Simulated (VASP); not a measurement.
Input of a VASP 6.6.1 run:

INCAR

```
SYSTEM = KLiF2
  PREC = Accurate
  ENCUT = 520
  EDIFF = 1E-6
  ISMEAR = 0
  SIGMA = 0.01
  LREAL = .False.
  LASPH = .True.
  NELM = 80
  ALGO = Normal
  ISIF = 2
  LWAVE = .False.
  LCHARG = .True.
  GGA = CA
  LELF = .True.
  LVHAR = .True.
  NBANDS = 21
```

KPOINTS

```
Automatic mesh
0
Gamma
  6 6 6
  0 0 0
```

POSCAR

```
KLiF2
1.0
    1.6223039207      0.9366376053      5.6488965173
   -1.6223039207      0.9366376053      5.6488965173
    0.0000000000     -1.8732752107      5.6488965173
Li K F
1 1 2
Direct
    1.0000000000      0.0000000000      0.0000000000
    0.5000000000      0.5000000000      0.5000000000
    0.2689466833      0.2689466833      0.2689466833
    0.7310533167      0.7310533167      0.7310533167
```

Potentials or basis: VASP PAW LDA potentials, release 64 (Li_sv, K_sv, F).

The run is started by

```console
$ cat potpaw_LDA.64/Li_sv/POTCAR potpaw_LDA.64/K_sv/POTCAR potpaw_LDA.64/F/POTCAR > POTCAR
$ mpirun -np 1 vasp_std > vasp.out
```

**Question.** What does it give for the largest force?

**Answer.** 0.088 eV/Å.

**Question.** Predict the band gap on the k mesh.

**Answer.** 6.34 eV, direct.

Forces in eV/Å, atoms in the order of the input:
```
Li   0.000  0.000  0.000
K    0.000  0.000  0.000
F    0.000  0.000 -0.088
F    0.000  0.000  0.088
```

 LDA gaps usually lie below the measured ones, often by a third to a half.
